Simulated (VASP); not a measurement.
# Al: single point with PBE

Crystal: Al.

```
Al
1.0
     0.00000    2.02129    2.02129
     2.02129    0.00000    2.02129
     2.02129    2.02129    0.00000
Al
1
Direct
  0.00000 0.00000 0.00000
```

```
Program             : VASP 6.6.1
Task                : single point
Functional          : PBE
Potentials or basis : VASP PAW PBE potentials, release 64 (Al)
Cutoff              : 520 eV
k mesh              : 8 × 8 × 8
Occupations         : methfessel-paxton, width 0.4 eV
Spin                : no spin polarisation
```

```yaml
Pressure: 0.0 GPa
```

Levels at points of the mesh, in eV from the Fermi level:
```tsv
k point	band 1	band 2	band 3	band 4	band 5
(0.00, 0.00, 0.00)	-11.08	12.66	12.66	12.66	14.15
(0.50, 0.00, 0.00)	-4.54	-4.33	11.45	11.45	11.50
(0.50, 0.50, 0.00)	-2.87	-1.55	5.31	5.64	5.64
```

Wall time 2.8 s on 1 thread of Intel Xeon 6975P-C (shared host), peak memory 0.13 GiB.
